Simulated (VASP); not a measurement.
# La (Pm-3m) in VASP: single point with PBEsol

Aim: the single point of La with PBEsol.

Everything below comes from runs of VASP 6.6.1. Logs are shortened: lines on timing, memory, paths and dates and some standing lists are left out, and cuts for length are marked.

## (1) The cell of the first run

It takes space group Pm-3m (No. 221, cubic). Conventional cell: a = 3.233 Å, b = 3.233 Å, c = 3.233 Å, α = 90.00°, β = 90.00°, γ = 90.00°. Within 4.3 Å of La (site symmetry m-3m) lie 6 La at 3.23 Å.

This isn't the form of La at room conditions, which is double hcp.

## (2) Single point, PBEsol

File INCAR:

```
SYSTEM = La
ALGO = Normal
EDIFF = 1E-7
ENCUT = 520
GGA = PS
ISIF = 2
ISMEAR = -1
LASPH = .True.
LCHARG = .True.
LELF = .True.
LREAL = .False.
LVHAR = .True.
LWAVE = .False.
NBANDS = 12
NELM = 60
PREC = Accurate
SIGMA = 0.13605693000000002
```

File KPOINTS:

```
k-points
0
Gamma
  10 10 10
  0 0 0
```

File POSCAR:

```
La
1.0
    3.2325773790      0.0000000000      0.0000000000
    0.0000000000      3.2325773790      0.0000000000
    0.0000000000      0.0000000000      3.2325773790
La
1
Direct
    0.0000000000      0.0000000000      0.0000000000
```

Potentials or basis: VASP PAW PBE potentials, release 64 (La).

The run is started by

```sh
cat potpaw_PBE.64/La/POTCAR > POTCAR
mpirun -np 1 vasp_std > vasp.out
```

OUTCAR:

```text
SYSTEM = La
   EDIFF = 1E-7
   ENCUT = 520
   GGA = PS
   ISIF = 2
   ISMEAR = -1
   LASPH = .True.
   LREAL = .False.
   NELM = 60
   PREC = Accurate

 ion  position               nearest neighbor table
   1  0.000  0.000  0.000-

  LATTYP: Found a simple cubic cell.
 ALAT       =     3.2325773790

  Lattice vectors:

 A1 = (   3.2325773790,   0.0000000000,   0.0000000000)
 A2 = (   0.0000000000,   3.2325773790,   0.0000000000)
 A3 = (   0.0000000000,   0.0000000000,   3.2325773790)

Analysis of symmetry for initial positions (statically):
=====================================================================
 Subroutine PRICEL returns:
 Original cell was already a primitive cell.

 Routine SETGRP: Setting up the symmetry group for a
 simple cubic supercell.

 Subroutine GETGRP returns: Found 48 space group operations
 (whereof 48 operations were pure point group operations)
 out of a pool of 48 trial point group operations.

The static configuration has the point symmetry O_h .

Analysis of symmetry for dynamics (positions and initial velocities):
=====================================================================
 Subroutine PRICEL returns:
 Original cell was already a primitive cell.

 Routine SETGRP: Setting up the symmetry group for a
 simple cubic supercell.

 Subroutine GETGRP returns: Found 48 space group operations
 (whereof 48 operations were pure point group operations)
 out of a pool of 48 trial point group operations.

The dynamic configuration has the point symmetry O_h .

 Subroutine INISYM returns: Found 48 space group operations
 (whereof 48 operations are pure point group operations),
 and found     1 'primitive' translations

----------------------------------------------------------------------------------------

                                     Primitive cell

  volume of cell :      33.7790

  direct lattice vectors                    reciprocal lattice vectors
     3.232577379  0.000000000  0.000000000     0.309350677  0.000000000  0.000000000
     0.000000000  3.232577379  0.000000000     0.000000000  0.309350677  0.000000000
     0.000000000  0.000000000  3.232577379     0.000000000  0.000000000  0.309350677

  length of vectors
     3.232577379  3.232577379  3.232577379     0.309350677  0.309350677  0.309350677

  position of ions in fractional coordinates (direct lattice)
     0.000000000  0.000000000  0.000000000

  ion indices of the primitive-cell ions
   primitive index   ion index
                 1           1

----------------------------------------------------------------------------------------

 KPOINTS: k-points

Automatic generation of k-mesh.
 Grid dimensions read from file:
 generate k-points for:   10   10   10

 Generating k-lattice:

  Cartesian coordinates                     Fractional coordinates (reciprocal lattice)
     0.030935068  0.000000000  0.000000000     0.100000000  0.000000000  0.000000000
     0.000000000  0.030935068  0.000000000     0.000000000  0.100000000  0.000000000
     0.000000000  0.000000000  0.030935068     0.000000000  0.000000000  0.100000000

  Length of vectors
     0.030935068  0.030935068  0.030935068

  Shift w.r.t. Gamma in fractional coordinates (k-lattice)
     0.000000000  0.000000000  0.000000000

 Subroutine IBZKPT returns following result:
 ===========================================

 Found     56 irreducible k-points:

 Following reciprocal coordinates:
            Coordinates               Weight
  0.000000  0.000000  0.000000      1.000000
  0.100000  0.000000  0.000000      6.000000
  0.200000  0.000000  0.000000      6.000000
  0.300000  0.000000  0.000000      6.000000
  0.400000  0.000000  0.000000      6.000000
  0.500000  0.000000  0.000000      3.000000
[... 16 lines left out ...]
  0.200000  0.100000  0.100000     24.000000
  0.300000  0.100000  0.100000     24.000000
 [... further k-points ...]
   k-points           NKPTS =     56   k-points in BZ     NKDIM =     56   number of bands    NBANDS=     12
   number of dos      NEDOS =    301   number of ions     NIONS =      1
   total plane-waves  NPLWV =  13824
   dimension x,y,z NGX =    24 NGY =   24 NGZ =   24
   dimension x,y,z NGXF=    48 NGYF=   48 NGZF=   48
   ions per type =               1
   NGX,Y,Z   is equivalent  to a cutoff of  12.34, 12.34, 12.34 a.u.
   NGXF,Y,Z  is equivalent  to a cutoff of  24.69, 24.69, 24.69 a.u.
 SYSTEM =  La
   PREC   = accura    normal or accurate (medium, high low for compatibility)
   ISTART =      0    job   : 0-new  1-cont  2-samecut
   ICHARG =      2    charge: 1-file 2-atom 10-const
   ISPIN  =      1    spin polarized calculation?
   LNONCOLLINEAR =      F non collinear calculations
   LSORBIT =      F    spin-orbit coupling
   LASPH  =      T    aspherical Exc in radial PAW
   ENCUT  =  520.0 eV  38.22 Ry    6.18 a.u.   6.01  6.01  6.01*2*pi/ulx,y,z
   NELM   =     60;   NELMIN=  2; NELMDL= -5     # of ELM steps
   EDIFF  = 0.1E-06   stopping-criterion for ELM
   LREAL  =      F    real-space projection
   EDIFFG = 0.1E-05   stopping-criterion for IOM
   NSW    =      0    number of steps for IOM
   IBRION =     -1    ionic relax: 0-MD 1-quasi-New 2-CG
   NFREE  =      0    steps in history (QN), initial steepest desc. (CG)
   ISIF   =      2    stress and relaxation
   ISYM   =      2    0-nonsym 1-usesym 2-fastsym
   POTIM  = 0.5000    time-step for ionic-motion
   TEBEG  =    0.0;   TEEND  =   0.0 temperature during run
   PSTRESS=    0.0 pullay stress
   NELECT =      11.0000    total number of electrons
   NUPDOWN=      -1.0000    fix difference up-down
   EMIN   =  10.00;   EMAX   =-10.00  energy-range for DOS
   EFERMI =   0.00;   METHOD = LEGACY
   ISMEAR =    -1;   SIGMA  =   0.14  broadening in eV -4-tet -1-fermi 0-gaus
   EFERMI_NEDOS =   21; number of points for ismear=-14 and -15
   IALGO  =     38    algorithm
   IMIX   =      4    mixing-type and parameters
     AMIX     =   0.40;   BMIX     =  1.00
     AMIX_MAG =   1.60;   BMIX_MAG =  1.00
  volume/ion in A,a.u.               =      33.78       227.95
  Fermi-wavevector in a.u.,A,eV,Ry     =   1.126307  2.128412 17.259909  1.268568
  Thomas-Fermi vector in A             =   2.262988
   LORBIT       =      0    0 simple, 1 ext, 2 COOP (PROOUT), +10 PAW based schemes
   GGA     = PS    functional components
   LHFCALC =     F    Hartree Fock is set to
   AEXX    =    0.0000 exact exchange contribution
   IVDW    =     0    specifies the selected vdW correction
   LEPSILON=     F    determine dielectric tensor
   LRPA    =     F    only Hartree local field effects (RPA)
 non-spin polarized calculation
  energy-cutoff  :      520.00
  volume of cell :       33.78
 maximum number of plane-waves:       934
   NGX = 13   NGY = 13   NGZ = 13

 number of electron      10.9999998 magnetization

 Free energy of the ion-electron system (eV)
  ---------------------------------------------------
  ext. energy  EPLUGINS =         0.00000000
  ---------------------------------------------------
  free energy    TOTEN  =        -4.92521896 eV

  energy without entropy =       -4.81984873  energy(sigma->0) =       -4.87253385

 E-fermi :   8.5148     XC(G=0): -10.0185

 val. band max:        8.4764358225   @ k =   0.3000   0.2000   0.0000
 cond. band min:       8.5196545412   @ k =   0.4000   0.3000   0.0000
 fundamental gap:      0.0432187187
 Fermi energy:         8.5148148170

 k-point     1 :       0.0000    0.0000    0.0000
  band No.  band energies     occupation
      1     -24.5153      2.00000
      2      -6.9469      2.00000
      3      -6.9469      2.00000
      4      -6.9469      2.00000
      5       5.7087      2.00000
      6       7.2433      1.99983
      7       7.2433      1.99983
      8      10.6302      0.00000
      9      10.6302      0.00000
     10      10.6302      0.00000
     11      10.8896      0.00000
     12      10.8896      0.00000

 k-point     2 :       0.1000    0.0000    0.0000
  band No.  band energies     occupation
      1     -24.4864      2.00000
      2      -7.2207      2.00000
      3      -6.9235      2.00000
      4      -6.9235      2.00000
      5       5.9614      2.00000
      6       7.3109      1.99971
      7       7.6223      1.99717
      8      10.5925      0.00000
      9      10.6434      0.00000
     10      10.6434      0.00000
     11      10.8327      0.00000
     12      10.8971      0.00000

 k-point     3 :       0.2000    0.0000    0.0000
  band No.  band energies     occupation
      1     -24.4094      2.00000
      2      -7.8764      2.00000
      3      -6.8614      2.00000
      4      -6.8614      2.00000
      5       6.4696      2.00000
      6       7.5016      1.99883
      7       8.7653      0.27378
      8      10.4811      0.00000
      9      10.6480      0.00000
     10      10.6808      0.00000
     11      10.6808      0.00000
     12      10.9239      0.00000
[... 286 lines left out ...]
 k-point    23 :       0.2000    0.1000    0.1000
  band No.  band energies     occupation
      1     -24.3522      2.00000
      2      -7.8200      2.00000
      3      -7.1158      2.00000
      4      -7.0906      2.00000
      5       7.0337      1.99996
      6       8.0377      1.94177
      7       8.8715      0.13548
      8      10.3711      0.00000
      9      10.4145      0.00000
     10      10.6269      0.00000
     11      10.7294      0.00000
     12      11.0100      0.00000

 k-point    24 :       0.3000    0.1000    0.1000
  band No.  band energies     occupation
      1     -24.2546      2.00000
      2      -8.5326      2.00000
      3      -7.0311      2.00000
      4      -7.0080      2.00000
      5       7.5524      1.99831
      6       8.2891      1.68017
      7       9.7371      0.00025
      8      10.1189      0.00002
      9      10.3081      0.00000
     10      10.6479      0.00000
     11      10.7874      0.00000
     12      11.0417      0.00000

 [... further k-points ...]
[... 5 lines left out ...]
  --------------------------------------------------------------------------------------
  -------------------------------------------------------------------------------------
  Total       -0.0382660     -0.0382660     -0.0382660      0.0000000      0.0000000      0.0000000
  in kB       -1.8150003     -1.8150003     -1.8150003      0.0000000      0.0000000      0.0000000
  external PRESSURE =      -1.8150003 kB  Pullay stress =       0.0000000 kB

 VOLUME and BASIS-vectors are now :
 -----------------------------------------------------------------------------
  energy-cutoff  :      520.00
  volume of cell :       33.78
      direct lattice vectors                 reciprocal lattice vectors
     3.232577379  0.000000000  0.000000000     0.309350677  0.000000000  0.000000000
     0.000000000  3.232577379  0.000000000     0.000000000  0.309350677  0.000000000
     0.000000000  0.000000000  3.232577379     0.000000000  0.000000000  0.309350677

 POSITION                                       TOTAL-FORCE (eV/Angst)
 -----------------------------------------------------------------------------------
      0.00000      0.00000      0.00000         0.000000      0.000000      0.000000
 -----------------------------------------------------------------------------------
    total drift:                               -0.000000      0.000000      0.000000

  FREE ENERGIE OF THE ION-ELECTRON SYSTEM (eV)
  ---------------------------------------------------
  free  energy   TOTEN  =        -4.9252189640 eV

  energy  without entropy=       -4.8198487334  energy(sigma->0) =       -4.87253385
```

Run time: 36 s. Hardware: 1 thread of Intel Xeon 8259CL, shared host; peak memory 0.16 GiB.

Results:

| Property | Result |
| --- | --- |
| Free energy | -4.9252 eV |
| Pressure | -0.2 GPa |
| Band gap on the k mesh | zero (an odd number of electrons rules out a gap without spin polarisation) |

Caveat: the PAW data sets were made with another functional, which shifts forces and pressure a little; spin-orbit coupling is left out, which moves the levels of the heavy elements.
